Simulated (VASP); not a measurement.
# Hf (Im-3m) in VASP: a series of runs, part 2 of 3

VASP 6.6.1.

## Step 4: Single point, PBEsol+D3(BJ)

This run uses another cell than the first one, of 13.29 Å³/atom, 0.565 times its volume.

Input file INCAR:

```
  ALGO = Normal
  EDIFF = 1E-6
  ENCUT = 500
  GGA = PS
  GGA_COMPAT = F
  ISIF = 2
  ISMEAR = 0
  IVDW = 12
  LASPH = T
  LCHARG = F
  LREAL = F
  LWAVE = F
  NBANDS = 11
  NELM = 120
  PREC = Accurate
  SIGMA = 0.1
```

Input file KPOINTS:

```
k-points
0
Gamma
  18 18 18
```

Input file POSCAR:

```
Hf
1.0
   -1.4922162787      1.4922162787      1.4922162787
    1.4922162787     -1.4922162787      1.4922162787
    1.4922162787      1.4922162787     -1.4922162787
Hf
1
Direct
    0.0000000000      0.0000000000      0.0000000000
```

Potentials or basis: VASP PAW PBE potentials, release 64 (Hf_pv).

Started as:

```
> cat potpaw_PBE.64/Hf_pv/POTCAR > POTCAR
> mpirun -np 1 vasp_std > vasp.out
```

OUTCAR:

```text
EDIFF = 1E-6
   ENCUT = 500
   GGA = PS
   ISIF = 2
   ISMEAR = 0
   IVDW = 12
   LASPH = T
   LREAL = F
   NELM = 120
   PREC = Accurate
 IVDW          = 12

 ion  position               nearest neighbor table
   1  0.000  0.000  0.000-

  LATTYP: Found a body centered cubic cell.
 ALAT       =     2.9844325574

  Lattice vectors:

 A1 = (  -1.4922162787,   1.4922162787,   1.4922162787)
 A2 = (   1.4922162787,  -1.4922162787,   1.4922162787)
 A3 = (   1.4922162787,   1.4922162787,  -1.4922162787)

Analysis of symmetry for initial positions (statically):
=====================================================================
 Subroutine PRICEL returns:
 Original cell was already a primitive cell.

 Routine SETGRP: Setting up the symmetry group for a
 body centered cubic supercell.

 Subroutine GETGRP returns: Found 48 space group operations
 (whereof 48 operations were pure point group operations)
 out of a pool of 48 trial point group operations.

The static configuration has the point symmetry O_h .

Analysis of symmetry for dynamics (positions and initial velocities):
=====================================================================
 Subroutine PRICEL returns:
 Original cell was already a primitive cell.

 Routine SETGRP: Setting up the symmetry group for a
 body centered cubic supercell.

 Subroutine GETGRP returns: Found 48 space group operations
 (whereof 48 operations were pure point group operations)
 out of a pool of 48 trial point group operations.

The dynamic configuration has the point symmetry O_h .

 Subroutine INISYM returns: Found 48 space group operations
 (whereof 48 operations are pure point group operations),
 and found     1 'primitive' translations

----------------------------------------------------------------------------------------

                                     Primitive cell

  volume of cell :      13.2909

  direct lattice vectors                    reciprocal lattice vectors
    -1.492216279  1.492216279  1.492216279     0.000000000  0.335072072  0.335072072
     1.492216279 -1.492216279  1.492216279     0.335072072  0.000000000  0.335072072
     1.492216279  1.492216279 -1.492216279     0.335072072  0.335072072  0.000000000

  length of vectors
     2.584594411  2.584594411  2.584594411     0.473863468  0.473863468  0.473863468

  position of ions in fractional coordinates (direct lattice)
     0.000000000  0.000000000  0.000000000

  ion indices of the primitive-cell ions
   primitive index   ion index
                 1           1

----------------------------------------------------------------------------------------

 KPOINTS: k-points

Automatic generation of k-mesh.
 Grid dimensions read from file:
 generate k-points for:   18   18   18

 Generating k-lattice:

  Cartesian coordinates                     Fractional coordinates (reciprocal lattice)
     0.000000000  0.018615115  0.018615115     0.055555556  0.000000000  0.000000000
     0.018615115  0.000000000  0.018615115     0.000000000  0.055555556  0.000000000
     0.018615115  0.018615115  0.000000000     0.000000000  0.000000000  0.055555556

  Length of vectors
     0.026325748  0.026325748  0.026325748

  Shift w.r.t. Gamma in fractional coordinates (k-lattice)
     0.000000000  0.000000000  0.000000000

 Subroutine IBZKPT returns following result:
 ===========================================

 Found    195 irreducible k-points:

 Following reciprocal coordinates:
            Coordinates               Weight
  0.000000  0.000000  0.000000      1.000000
  0.055556  0.000000  0.000000     12.000000
  0.111111  0.000000  0.000000     12.000000
  0.166667  0.000000  0.000000     12.000000
  0.222222  0.000000  0.000000     12.000000
  0.277778  0.000000  0.000000     12.000000
[... 16 lines left out ...]
  0.333333  0.111111  0.000000     48.000000
  0.388889  0.111111 -0.000000     48.000000
 [... further k-points ...]
   k-points           NKPTS =    195   k-points in BZ     NKDIM =    195   number of bands    NBANDS=     11
   number of dos      NEDOS =    301   number of ions     NIONS =      1
   total plane-waves  NPLWV =   8000
   dimension x,y,z NGX =    20 NGY =   20 NGZ =   20
   dimension x,y,z NGXF=    40 NGYF=   40 NGZF=   40
   ions per type =               1
   NGX,Y,Z   is equivalent  to a cutoff of  12.86, 12.86, 12.86 a.u.
   NGXF,Y,Z  is equivalent  to a cutoff of  25.73, 25.73, 25.73 a.u.
 SYSTEM =  unknown system
   PREC   = accura    normal or accurate (medium, high low for compatibility)
   ISTART =      0    job   : 0-new  1-cont  2-samecut
   ICHARG =      2    charge: 1-file 2-atom 10-const
   ISPIN  =      1    spin polarized calculation?
   LNONCOLLINEAR =      F non collinear calculations
   LSORBIT =      F    spin-orbit coupling
   LASPH  =      T    aspherical Exc in radial PAW
   ENCUT  =  500.0 eV  36.75 Ry    6.06 a.u.   4.71  4.71  4.71*2*pi/ulx,y,z
   NELM   =    120;   NELMIN=  2; NELMDL= -5     # of ELM steps
   EDIFF  = 0.1E-05   stopping-criterion for ELM
   LREAL  =      F    real-space projection
   EDIFFG = 0.1E-04   stopping-criterion for IOM
   NSW    =      0    number of steps for IOM
   IBRION =     -1    ionic relax: 0-MD 1-quasi-New 2-CG
   NFREE  =      0    steps in history (QN), initial steepest desc. (CG)
   ISIF   =      2    stress and relaxation
   ISYM   =      2    0-nonsym 1-usesym 2-fastsym
   POTIM  = 0.5000    time-step for ionic-motion
   TEBEG  =    0.0;   TEEND  =   0.0 temperature during run
   PSTRESS=    0.0 pullay stress
   NELECT =      10.0000    total number of electrons
   NUPDOWN=      -1.0000    fix difference up-down
   EMIN   =  10.00;   EMAX   =-10.00  energy-range for DOS
   EFERMI =   0.00;   METHOD = LEGACY
   ISMEAR =     0;   SIGMA  =   0.10  broadening in eV -4-tet -1-fermi 0-gaus
   EFERMI_NEDOS =   21; number of points for ismear=-14 and -15
   IALGO  =     38    algorithm
   IMIX   =      4    mixing-type and parameters
     AMIX     =   0.40;   BMIX     =  1.00
     AMIX_MAG =   1.60;   BMIX_MAG =  1.00
  volume/ion in A,a.u.               =      13.29        89.69
  Fermi-wavevector in a.u.,A,eV,Ry     =   1.488983  2.813770 30.165072  2.217070
  Thomas-Fermi vector in A             =   2.601949
   LORBIT       =      0    0 simple, 1 ext, 2 COOP (PROOUT), +10 PAW based schemes
   GGA     = PS    functional components
   LHFCALC =     F    Hartree Fock is set to
   AEXX    =    0.0000 exact exchange contribution
   IVDW    =    12    specifies the selected vdW correction
   LEPSILON=     F    determine dielectric tensor
   LRPA    =     F    only Hartree local field effects (RPA)
 non-spin polarized calculation
 Gauss-broadening in eV      SIGMA  =   0.10
  energy-cutoff  :      500.00
  volume of cell :       13.29
 maximum number of plane-waves:       370
   NGX =  9   NGY =  9   NGZ =  9

 number of electron      10.0000003 magnetization

 Free energy of the ion-electron system (eV)
  ---------------------------------------------------
  ext. energy  EPLUGINS =         0.00000000
  ---------------------------------------------------
  free energy    TOTEN  =        -8.43657124 eV

  energy without entropy =       -8.43287233  energy(sigma->0) =       -8.43472179

 E-fermi :   8.5843     XC(G=0): -14.0131

 val. band max:        8.5758761023   @ k =  -0.2778   0.2778   0.1111
 cond. band min:       8.5877023856   @ k =  -0.4444   0.4444   0.1667
 fundamental gap:      0.0118262833
 Fermi energy:         8.5842670880

 k-point     1 :       0.0000    0.0000    0.0000
  band No.  band energies     occupation
      1     -19.1765      2.00000
      2     -19.1765      2.00000
      3     -19.1765      2.00000
      4       0.4661      2.00000
      5      10.1883      0.00000
      6      10.1883      0.00000
      7      10.1883      0.00000
      8      14.7636      0.00000
      9      14.7636      0.00000
     10      23.3464      0.00000
     11      24.6488      0.00000
[... 309 lines left out ...]
 k-point    24 :       0.3889    0.1111   -0.0000
  band No.  band energies     occupation
      1     -22.8144      2.00000
      2     -20.4863      2.00000
      3     -19.4312      2.00000
      4       3.8062      2.00000
      5       6.8226      2.00000
      6      11.7584      0.00000
      7      14.8552      0.00000
      8      17.1679      0.00000
      9      21.7682      0.00000
     10      23.3096      0.00000
     11      23.7548      0.00000

 [... further k-points ...]

------------------------ aborting loop because EDIFF is reached ----------------------------------------

 Edisp (eV)   -0.86619

 E8    (eV) :    -0.6540

  FORCE on cell =-STRESS in cart. coord.  units (eV):
  Direction    XX          YY          ZZ          XY          YZ          ZX
  --------------------------------------------------------------------------------------
  -------------------------------------------------------------------------------------
  Total       8.22514     8.22514     8.22514    -0.00000     0.00000    -0.00000
  in kB     991.51336   991.51336   991.51336    -0.00000     0.00000    -0.00000
  external pressure =      991.51 kB  Pullay stress =        0.00 kB

 VOLUME and BASIS-vectors are now :
 -----------------------------------------------------------------------------
  energy-cutoff  :      500.00
  volume of cell :       13.29
      direct lattice vectors                 reciprocal lattice vectors
    -1.492216279  1.492216279  1.492216279     0.000000000  0.335072072  0.335072072
     1.492216279 -1.492216279  1.492216279     0.335072072  0.000000000  0.335072072
     1.492216279  1.492216279 -1.492216279     0.335072072  0.335072072  0.000000000

 POSITION                                       TOTAL-FORCE (eV/Angst)
 -----------------------------------------------------------------------------------
      0.00000      0.00000      0.00000         0.000000      0.000000     -0.000000
 -----------------------------------------------------------------------------------
    total drift:                                0.000000     -0.000000      0.000000

  FREE ENERGIE OF THE ION-ELECTRON SYSTEM (eV)
  ---------------------------------------------------
  free  energy   TOTEN  =        -9.3027643286 eV

  energy  without entropy=       -9.2990654106  energy(sigma->0) =       -9.30091487
```

OSZICAR:

```text
N       E                     dE             d eps       ncg     rms          rms(c)
DAV:   1     0.163298590313E+02    0.16330E+02   -0.57968E+03  4389   0.875E+02
DAV:   2    -0.829087941408E+01   -0.24621E+02   -0.23559E+02  5106   0.167E+02
DAV:   3    -0.863732981136E+01   -0.34645E+00   -0.34453E+00  5134   0.139E+01
DAV:   4    -0.863777079257E+01   -0.44098E-03   -0.44097E-03  4646   0.588E-01
DAV:   5    -0.863777137436E+01   -0.58179E-06   -0.58084E-06  4929   0.202E-02    0.606E+01
DAV:   6    -0.849692334369E+01    0.14085E+00   -0.80017E-02  4635   0.215E+00    0.359E+01
DAV:   7    -0.843778497840E+01    0.59138E-01   -0.12278E-01  4611   0.260E+00    0.129E+00
DAV:   8    -0.843655555377E+01    0.12294E-02   -0.47547E-03  4564   0.574E-01    0.116E-01
DAV:   9    -0.843657072314E+01   -0.15169E-04   -0.58606E-05  4880   0.754E-02    0.346E-02
DAV:  10    -0.843657124436E+01   -0.52121E-06   -0.39688E-06  4572   0.166E-02
   1 F= -.93027643E+01 E0= -.93009149E+01  d E =-.369892E-02
```

Run time: 14 s. Hardware: 1 thread of Intel Xeon 6975P-C, shared host; peak memory 0.16 GiB.

Results:

| Property | Result |
| --- | --- |
| Free energy | -9.3028 eV |
| Pressure | 99.2 GPa |
| Band gap on the k mesh | zero (band 5 reaches 10.19 eV, above the bottom of band 6 at 7.38 eV) |
| Dispersion energy per atom | -0.866 eV |

Levels at points of the mesh, in eV from the Fermi level:
```
           k point  band 3  band 4  band 5  band 6  band 7  band 8
(0.00, 0.00, 0.00)  -27.76   -8.12    1.60    1.60    1.60    6.18
(0.50, 0.00, 0.00)  -27.84   -5.51   -2.07    5.00    6.64    8.22
(0.50, 0.50, 0.50)  -30.29   -5.81   -5.81   11.53   11.53   11.53
```

Caveat: the PAW data sets were made with another functional, which shifts forces and pressure a little; spin-orbit coupling is left out, which moves the levels of the heavy elements; pairwise dispersion overbinds metals, which lowers pressure and volume.

## Step 5: Single point, PBEsol+D3(BJ)

This run uses another cell than the first one, of 14.21 Å³/atom, 0.604 times its volume.

Input file INCAR:

```
SYSTEM = Hf
ALGO = Normal
EDIFF = 1E-6
ENCUT = 500
GGA = PS
GGA_COMPAT = .FALSE.
ISIF = 2
ISMEAR = 0
IVDW = 12
LASPH = .TRUE.
LCHARG = .FALSE.
LREAL = .FALSE.
LWAVE = .FALSE.
NBANDS = 11
NELM = 120
PREC = Accurate
SIGMA = 0.1
```

Input file KPOINTS:

```
k-points
0
G
  18 18 18
  0 0 0
```

Input file POSCAR:

```
Hf
1.0
   -1.5257317435      1.5257317435      1.5257317435
    1.5257317435     -1.5257317435      1.5257317435
    1.5257317435      1.5257317435     -1.5257317435
Hf
1
Direct
    0.0000000000      0.0000000000      0.0000000000
```

Potentials or basis: VASP PAW PBE potentials, release 64 (Hf_pv).

Started as:

```
> cat potpaw_PBE.64/Hf_pv/POTCAR > POTCAR
> mpirun -np 1 vasp_std > vasp.out
```

OUTCAR:

```text
SYSTEM = Hf
   EDIFF = 1E-6
   ENCUT = 500
   GGA = PS
   ISIF = 2
   ISMEAR = 0
   IVDW = 12
   LASPH = .TRUE.
   LREAL = .FALSE.
   NELM = 120
   PREC = Accurate
 IVDW          = 12

 ion  position               nearest neighbor table
   1  0.000  0.000  0.000-

  LATTYP: Found a body centered cubic cell.
 ALAT       =     3.0514634870

  Lattice vectors:

 A1 = (  -1.5257317435,   1.5257317435,   1.5257317435)
 A2 = (   1.5257317435,  -1.5257317435,   1.5257317435)
 A3 = (   1.5257317435,   1.5257317435,  -1.5257317435)

Analysis of symmetry for initial positions (statically):
=====================================================================
 Subroutine PRICEL returns:
 Original cell was already a primitive cell.

 Routine SETGRP: Setting up the symmetry group for a
 body centered cubic supercell.

 Subroutine GETGRP returns: Found 48 space group operations
 (whereof 48 operations were pure point group operations)
 out of a pool of 48 trial point group operations.

The static configuration has the point symmetry O_h .

Analysis of symmetry for dynamics (positions and initial velocities):
=====================================================================
 Subroutine PRICEL returns:
 Original cell was already a primitive cell.

 Routine SETGRP: Setting up the symmetry group for a
 body centered cubic supercell.

 Subroutine GETGRP returns: Found 48 space group operations
 (whereof 48 operations were pure point group operations)
 out of a pool of 48 trial point group operations.

The dynamic configuration has the point symmetry O_h .

 Subroutine INISYM returns: Found 48 space group operations
 (whereof 48 operations are pure point group operations),
 and found     1 'primitive' translations

----------------------------------------------------------------------------------------

                                     Primitive cell

  volume of cell :      14.2067

  direct lattice vectors                    reciprocal lattice vectors
    -1.525731743  1.525731743  1.525731743     0.000000000  0.327711606  0.327711606
[... 114 lines left out ...]
   LRPA    =     F    only Hartree local field effects (RPA)
 non-spin polarized calculation
 Gauss-broadening in eV      SIGMA  =   0.10
  energy-cutoff  :      500.00
  volume of cell :       14.21
 maximum number of plane-waves:       371
   NGX =  9   NGY =  9   NGZ =  9

 number of electron      10.0000000 magnetization

 number of electron       9.9999997 magnetization

 Free energy of the ion-electron system (eV)
  ---------------------------------------------------
  ext. energy  EPLUGINS =         0.00000000
  ---------------------------------------------------
  free energy    TOTEN  =        -8.98781484 eV

  energy without entropy =       -8.98492188  energy(sigma->0) =       -8.98636836

 E-fermi :   7.9382     XC(G=0): -13.6494

 val. band max:        7.9127135289   @ k =   0.2222   0.1111   0.0556
 cond. band min:       7.9876448886   @ k =  -0.4444   0.4444   0.1667
 fundamental gap:      0.0749313597
 Fermi energy:         7.9382229547

 k-point     1 :       0.0000    0.0000    0.0000
  band No.  band energies     occupation
      1     -20.0542      2.00000
      2     -20.0542      2.00000
      3     -20.0542      2.00000
      4      -0.1309      2.00000
      5       9.6005      0.00000
      6       9.6005      0.00000
      7       9.6005      0.00000
      8      13.9155      0.00000
      9      13.9155      0.00000
     10      22.5945      0.00000
     11      23.6471      0.00000
[... 309 lines left out ...]
 k-point    24 :       0.3889    0.1111    0.0000
  band No.  band energies     occupation
      1     -23.1065      2.00000
      2     -21.1531      2.00000
      3     -20.2590      2.00000
      4       3.4534      2.00000
      5       6.4404      2.00000
      6      10.6373      0.00000
      7      13.9077      0.00000
      8      16.0262      0.00000
      9      20.2953      0.00000
     10      22.5100      0.00000
     11      22.5919      0.00000

 [... further k-points ...]

------------------------ aborting loop because EDIFF is reached ----------------------------------------

 Edisp (eV)   -0.80982

 E8    (eV) :    -0.6114

  FORCE on cell =-STRESS in cart. coord.  units (eV):
  Direction    XX          YY          ZZ          XY          YZ          ZX
  --------------------------------------------------------------------------------------
  -------------------------------------------------------------------------------------
  Total       6.61722     6.61722     6.61722     0.00000     0.00000    -0.00000
  in kB     746.26229   746.26229   746.26229     0.00000     0.00000    -0.00000
  external pressure =      746.26 kB  Pullay stress =        0.00 kB

 VOLUME and BASIS-vectors are now :
 -----------------------------------------------------------------------------
  energy-cutoff  :      500.00
  volume of cell :       14.21
      direct lattice vectors                 reciprocal lattice vectors
    -1.525731743  1.525731743  1.525731743     0.000000000  0.327711606  0.327711606
     1.525731743 -1.525731743  1.525731743     0.327711606  0.000000000  0.327711606
     1.525731743  1.525731743 -1.525731743     0.327711606  0.327711606  0.000000000

 POSITION                                       TOTAL-FORCE (eV/Angst)
 -----------------------------------------------------------------------------------
      0.00000      0.00000      0.00000        -0.000000      0.000000     -0.000000
 -----------------------------------------------------------------------------------
    total drift:                                0.000000     -0.000000     -0.000000

  FREE ENERGIE OF THE ION-ELECTRON SYSTEM (eV)
  ---------------------------------------------------
  free  energy   TOTEN  =        -9.7976393148 eV

  energy  without entropy=       -9.7947463524  energy(sigma->0) =       -9.79619283
```

It took 14 s on 1 thread of Intel Xeon 6975P-C, shared host; peak memory 0.16 GiB.

What came out:

| Item | Value |
| --- | --- |
| Free energy | -9.7976 eV |
| Pressure | 74.6 GPa |
| Band gap on the k mesh | zero (band 5 reaches 9.60 eV, above the bottom of band 6 at 6.68 eV) |
| Dispersion energy per atom | -0.810 eV |

Caveat: the PAW data sets were made with another functional, which shifts forces and pressure a little; spin-orbit coupling is left out, which moves the levels of the heavy elements; pairwise dispersion overbinds metals, which lowers pressure and volume.

[end of part 2 of 3]
